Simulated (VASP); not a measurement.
# Sr5P2 (I4/mmm) in VASP: single point with PBE

Aim: the single point of Sr5P2 with PBE.

Program: VASP 6.6.1. These are calculated values, not measurements. Logs are shortened: lines on timing, memory, paths and dates and some standing lists are left out, and cuts for length are marked.

### Step 1. The cell of the first run

Symmetry: I4/mmm, No. 139, tetragonal system. Conventional cell: a = 7.300 Å, b = 7.300 Å, c = 9.125 Å, α = 90.00°, β = 90.00°, γ = 90.00°. Within 4.6 Å of Sr (site symmetry 2/m) lie 8 Sr at 3.44 to 4.56 Å and 4 P at 3.44 Å. Sr (site symmetry 4/mmm) has 8 Sr at 3.44 Å and 4 P at 3.65 Å within 4.5 Å. P (site symmetry mmm) has 10 Sr at 3.44 to 3.65 Å and 2 P at 4.56 Å within 4.6 Å.

The cell was generated, and may not be a known phase.

### Step 2. Single point, PBE

The input, INCAR:

```
SYSTEM = Sr5P2
PREC     = Accurate       ! precision mode
ENCUT    = 520            ! plane-wave cutoff, eV
EDIFF    = 1E-6           ! SCF threshold, eV
ISMEAR   = 0              ! smearing method
SIGMA    = 0.1            ! smearing width, eV
LREAL    = .False.        ! projectors in reciprocal space
LASPH    = .True.         ! aspherical terms in the spheres
NELM     = 100            ! most SCF steps
ALGO     = Normal         ! electronic algorithm
ISIF     = 2              ! what is computed and relaxed
LWAVE    = .False.        ! write WAVECAR
LCHARG   = .False.        ! write CHGCAR
GGA      = PE             ! functional
NBANDS   = 39             ! bands
```

The input, KPOINTS:

```
regular mesh
0
Gamma
  8 8 8
  0 0 0
```

The input, POSCAR:

```
Sr5P2
1.0
   -3.6502419616      3.6502419616      4.5626977706
    3.6502419616     -3.6502419616      4.5626977706
    3.6502419616      3.6502419616     -4.5626977706
Sr P
5 2
Direct
    0.0000000000      0.0000000000      0.5000000000
    0.0000000000      0.5000000000      0.0000000000
    0.5000000000      0.0000000000      0.0000000000
    0.5000000000      0.5000000000      0.5000000000
    0.5000000000      0.5000000000      0.0000000000
    0.0000000000      0.5000000000      0.5000000000
    0.5000000000      0.0000000000      0.5000000000
```

Potentials or basis: VASP PAW PBE potentials, release 64 (Sr_sv, P).

On the command line:

```sh
$ cat potpaw_PBE.64/Sr_sv/POTCAR potpaw_PBE.64/P/POTCAR > POTCAR
$ mpirun -np 1 vasp_std > vasp.out
```

OUTCAR:

```text
SYSTEM = Sr5P2
   PREC = Accurate
   ENCUT = 520
   EDIFF = 1E-6
   ISMEAR = 0
   LREAL = .False.
   LASPH = .True.
   NELM = 100
   ISIF = 2
   GGA = PE

 ion  position               nearest neighbor table
   1  0.000  0.000  0.500-   5 3.44   6 3.44   7 3.44   6 3.44   7 3.44   5 3.44   2 3.65   2 3.65
                             3 3.65   3 3.65   4 4.56   4 4.56
   2  0.000  0.500  0.000-   5 3.44   6 3.44   7 3.44   6 3.44   5 3.44   7 3.44   1 3.65   1 3.65
                             4 3.65   4 3.65   3 4.56   3 4.56
   3  0.500  0.000  0.000-   5 3.44   6 3.44   7 3.44   7 3.44   5 3.44   6 3.44   1 3.65   4 3.65
                             1 3.65   4 3.65   2 4.56   2 4.56
   4  0.500  0.500  0.500-   5 3.44   6 3.44   7 3.44   5 3.44   7 3.44   6 3.44   2 3.65   3 3.65
                             3 3.65   2 3.65   1 4.56   1 4.56
   5  0.500  0.500  0.000-   1 3.44   2 3.44   3 3.44   4 3.44   4 3.44   3 3.44   2 3.44   1 3.44
                             7 3.65   6 3.65   6 3.65   7 3.65
   6  0.000  0.500  0.500-   1 3.44   2 3.44   3 3.44   4 3.44   2 3.44   1 3.44   4 3.44   3 3.44
                             5 3.65   5 3.65
   7  0.500  0.000  0.500-   1 3.44   2 3.44   3 3.44   4 3.44   3 3.44   4 3.44   1 3.44   2 3.44
                             5 3.65   5 3.65

  LATTYP: Found a body centered tetragonal cell.
 ALAT       =     7.3004839232
 C/A-ratio  =     1.2499713221

  Lattice vectors:

 A1 = (  -3.6502419616,   3.6502419616,   4.5626977706)
 A2 = (   3.6502419616,  -3.6502419616,   4.5626977706)
 A3 = (   3.6502419616,   3.6502419616,  -4.5626977706)

Analysis of symmetry for initial positions (statically):
=====================================================================
 Subroutine PRICEL returns:
 Original cell was already a primitive cell.

 Routine SETGRP: Setting up the symmetry group for a
 body centered tetragonal supercell.

 Subroutine GETGRP returns: Found 16 space group operations
 (whereof 16 operations were pure point group operations)
 out of a pool of 16 trial point group operations.

The static configuration has the point symmetry D_4h.

Analysis of symmetry for dynamics (positions and initial velocities):
=====================================================================
 Subroutine PRICEL returns:
 Original cell was already a primitive cell.

 Routine SETGRP: Setting up the symmetry group for a
 body centered tetragonal supercell.

 Subroutine GETGRP returns: Found 16 space group operations
 (whereof 16 operations were pure point group operations)
 out of a pool of 16 trial point group operations.

The dynamic configuration has the point symmetry D_4h.

 Subroutine INISYM returns: Found 16 space group operations
 (whereof 16 operations are pure point group operations),
 and found     1 'primitive' translations

----------------------------------------------------------------------------------------

                                     Primitive cell

  volume of cell :     243.1784

  direct lattice vectors                    reciprocal lattice vectors
    -3.650241962  3.650241962  4.562697771     0.000000000  0.136977221  0.109584291
     3.650241962 -3.650241962  4.562697771     0.136977221  0.000000000  0.109584291
     3.650241962  3.650241962 -4.562697771     0.136977221  0.136977221  0.000000000

  length of vectors
     6.889611288  6.889611288  6.889611288     0.175418003  0.175418003  0.193715044

  position of ions in fractional coordinates (direct lattice)
     0.000000000  0.000000000  0.500000000
     0.000000000  0.500000000  0.000000000
     0.500000000  0.000000000  0.000000000
     0.500000000  0.500000000  0.500000000
     0.500000000  0.500000000  0.000000000
     0.000000000  0.500000000  0.500000000
     0.500000000  0.000000000  0.500000000

  ion indices of the primitive-cell ions
   primitive index   ion index
                 1           1
                 2           2
                 3           3
                 4           4
                 5           5
                 6           6
                 7           7

----------------------------------------------------------------------------------------

 KPOINTS: regular mesh

Automatic generation of k-mesh.
 Grid dimensions read from file:
 generate k-points for:    8    8    8

 Generating k-lattice:

  Cartesian coordinates                     Fractional coordinates (reciprocal lattice)
     0.000000000  0.017122153  0.013698036     0.125000000  0.000000000  0.000000000
     0.017122153  0.000000000  0.013698036     0.000000000  0.125000000  0.000000000
     0.017122153  0.017122153  0.000000000     0.000000000  0.000000000  0.125000000

  Length of vectors
     0.021927250  0.021927250  0.024214380

  Shift w.r.t. Gamma in fractional coordinates (k-lattice)
     0.000000000  0.000000000  0.000000000

 Subroutine IBZKPT returns following result:
 ===========================================

 Found     59 irreducible k-points:

 Following reciprocal coordinates:
            Coordinates               Weight
  0.000000  0.000000  0.000000      1.000000
  0.125000  0.000000 -0.000000      8.000000
  0.250000  0.000000 -0.000000      8.000000
  0.375000  0.000000 -0.000000      8.000000
  0.500000  0.000000 -0.000000      4.000000
  0.125000  0.125000 -0.000000      8.000000
[... 16 lines left out ...]
  0.250000  0.125000  0.125000     16.000000
  0.375000  0.125000  0.125000      8.000000
 [... further k-points ...]
   k-points           NKPTS =     59   k-points in BZ     NKDIM =     59   number of bands    NBANDS=     39
   number of dos      NEDOS =    301   number of ions     NIONS =      7
   total plane-waves  NPLWV = 157464
   dimension x,y,z NGX =    54 NGY =   54 NGZ =   54
   dimension x,y,z NGXF=   108 NGYF=  108 NGZF=  108
   ions per type =               5   2
   NGX,Y,Z   is equivalent  to a cutoff of  13.03, 13.03, 13.03 a.u.
   NGXF,Y,Z  is equivalent  to a cutoff of  26.06, 26.06, 26.06 a.u.
 SYSTEM =  Sr5P2
   PREC   = accura    normal or accurate (medium, high low for compatibility)
   ISTART =      0    job   : 0-new  1-cont  2-samecut
   ICHARG =      2    charge: 1-file 2-atom 10-const
   ISPIN  =      1    spin polarized calculation?
   LNONCOLLINEAR =      F non collinear calculations
   LSORBIT =      F    spin-orbit coupling
   LASPH  =      T    aspherical Exc in radial PAW
   ENCUT  =  520.0 eV  38.22 Ry    6.18 a.u.  12.81 12.81 12.81*2*pi/ulx,y,z
   NELM   =    100;   NELMIN=  2; NELMDL= -5     # of ELM steps
   EDIFF  = 0.1E-05   stopping-criterion for ELM
   LREAL  =      F    real-space projection
   EDIFFG = 0.1E-04   stopping-criterion for IOM
   NSW    =      0    number of steps for IOM
   IBRION =     -1    ionic relax: 0-MD 1-quasi-New 2-CG
   NFREE  =      0    steps in history (QN), initial steepest desc. (CG)
   ISIF   =      2    stress and relaxation
   ISYM   =      2    0-nonsym 1-usesym 2-fastsym
   POTIM  = 0.5000    time-step for ionic-motion
   TEBEG  =    0.0;   TEEND  =   0.0 temperature during run
   PSTRESS=    0.0 pullay stress
   NELECT =      60.0000    total number of electrons
   NUPDOWN=      -1.0000    fix difference up-down
   EMIN   =  10.00;   EMAX   =-10.00  energy-range for DOS
   EFERMI =   0.00;   METHOD = LEGACY
   ISMEAR =     0;   SIGMA  =   0.10  broadening in eV -4-tet -1-fermi 0-gaus
   EFERMI_NEDOS =   21; number of points for ismear=-14 and -15
   IALGO  =     38    algorithm
   IMIX   =      4    mixing-type and parameters
     AMIX     =   0.40;   BMIX     =  1.00
     AMIX_MAG =   1.60;   BMIX_MAG =  1.00
  volume/ion in A,a.u.               =      34.74       234.44
  Fermi-wavevector in a.u.,A,eV,Ry     =   1.026795  1.940360 14.344720  1.054307
  Thomas-Fermi vector in A             =   2.160706
   LORBIT       =      0    0 simple, 1 ext, 2 COOP (PROOUT), +10 PAW based schemes
   GGA     = PE    functional components
   LHFCALC =     F    Hartree Fock is set to
   AEXX    =    0.0000 exact exchange contribution
   IVDW    =     0    specifies the selected vdW correction
   LEPSILON=     F    determine dielectric tensor
   LRPA    =     F    only Hartree local field effects (RPA)
 non-spin polarized calculation
 Gauss-broadening in eV      SIGMA  =   0.10
  energy-cutoff  :      520.00
  volume of cell :      243.18
 maximum number of plane-waves:      6580
 NGX is ok and might be reduce to    54
   NGX = 25   NGY = 25   NGZ = 25

 number of electron      59.9999998 magnetization

 Free energy of the ion-electron system (eV)
  ---------------------------------------------------
  ext. energy  EPLUGINS =         0.00000000
  ---------------------------------------------------
  free energy    TOTEN  =       -21.09251358 eV

  energy without entropy =      -21.06570898  energy(sigma->0) =      -21.07911128

 E-fermi :   3.0986     XC(G=0):  -8.4401

 val. band max:        3.0911511173   @ k =  -0.2500  -0.3750   0.1250
 cond. band min:       3.1119060312   @ k =   0.2500   0.1250   0.1250
 fundamental gap:      0.0207549139
 Fermi energy:         3.0985664663

 k-point     1 :       0.0000    0.0000    0.0000
  band No.  band energies     occupation
      1     -33.2864      2.00000
      2     -33.1391      2.00000
      3     -33.1391      2.00000
      4     -33.1331      2.00000
      5     -33.1064      2.00000
      6     -15.8436      2.00000
[... 31 lines left out ...]
     38       4.6911      0.00000
     39       5.0351      0.00000

 k-point     2 :       0.1250    0.0000   -0.0000
  band No.  band energies     occupation
      1     -33.2837      2.00000
      2     -33.1408      2.00000
      3     -33.1378      2.00000
      4     -33.1342      2.00000
      5     -33.1076      2.00000
      6     -15.8250      2.00000
[... 913 lines left out ...]
     38       5.2146      0.00000
     39       5.5319      0.00000

 k-point    24 :       0.3750    0.1250    0.1250
  band No.  band energies     occupation
      1     -33.2643      2.00000
      2     -33.1530      2.00000
      3     -33.1382      2.00000
      4     -33.1280      2.00000
      5     -33.1216      2.00000
      6     -15.7334      2.00000
[... 31 lines left out ...]
     38       5.3448      0.00000
     39       5.4036      0.00000

 [... further k-points ...]

------------------------ aborting loop because EDIFF is reached ----------------------------------------

  FORCE on cell =-STRESS in cart. coord.  units (eV):
  Direction    XX          YY          ZZ          XY          YZ          ZX
  --------------------------------------------------------------------------------------
  -------------------------------------------------------------------------------------
  Total        0.1035575      0.1035575      0.0769632      0.0000000      0.0000000      0.0000000
  in kB        0.6822872      0.6822872      0.5070708      0.0000000      0.0000000      0.0000000
  external PRESSURE =       0.6238817 kB  Pullay stress =       0.0000000 kB

 VOLUME and BASIS-vectors are now :
 -----------------------------------------------------------------------------
  energy-cutoff  :      520.00
  volume of cell :      243.18
      direct lattice vectors                 reciprocal lattice vectors
    -3.650241962  3.650241962  4.562697771     0.000000000  0.136977221  0.109584291
     3.650241962 -3.650241962  4.562697771     0.136977221  0.000000000  0.109584291
     3.650241962  3.650241962 -4.562697771     0.136977221  0.136977221  0.000000000

 POSITION                                       TOTAL-FORCE (eV/Angst)
 -----------------------------------------------------------------------------------
      1.82512      1.82512     -2.28135         0.000000     -0.000000      0.000000
      1.82512     -1.82512      2.28135         0.000000     -0.000000      0.000000
     -1.82512      1.82512      2.28135         0.000000      0.000000     -0.000000
      1.82512      1.82512      2.28135        -0.000000      0.000000      0.000000
      0.00000      0.00000      4.56270         0.000000     -0.000000      0.000000
      3.65024      0.00000      0.00000        -0.000000      0.000000     -0.000000
      0.00000      3.65024      0.00000         0.000000      0.000000     -0.000000
 -----------------------------------------------------------------------------------
    total drift:                               -0.000000      0.000000     -0.000000

  FREE ENERGIE OF THE ION-ELECTRON SYSTEM (eV)
  ---------------------------------------------------
  free  energy   TOTEN  =       -21.0925135810 eV

  energy  without entropy=      -21.0657089828  energy(sigma->0) =      -21.07911128
```

It took 21 min on 1 thread of Intel Xeon 8259CL, shared host; peak memory 0.65 GiB.

What came out:

* Free energy: -21.0925 eV
* Pressure: 0.1 GPa
* Band gap on the k mesh: zero (bands 30 and 31 overlap by 0.81 eV)

The gap in the log of VASP goes by the Fermi energy; the results here count the filled bands.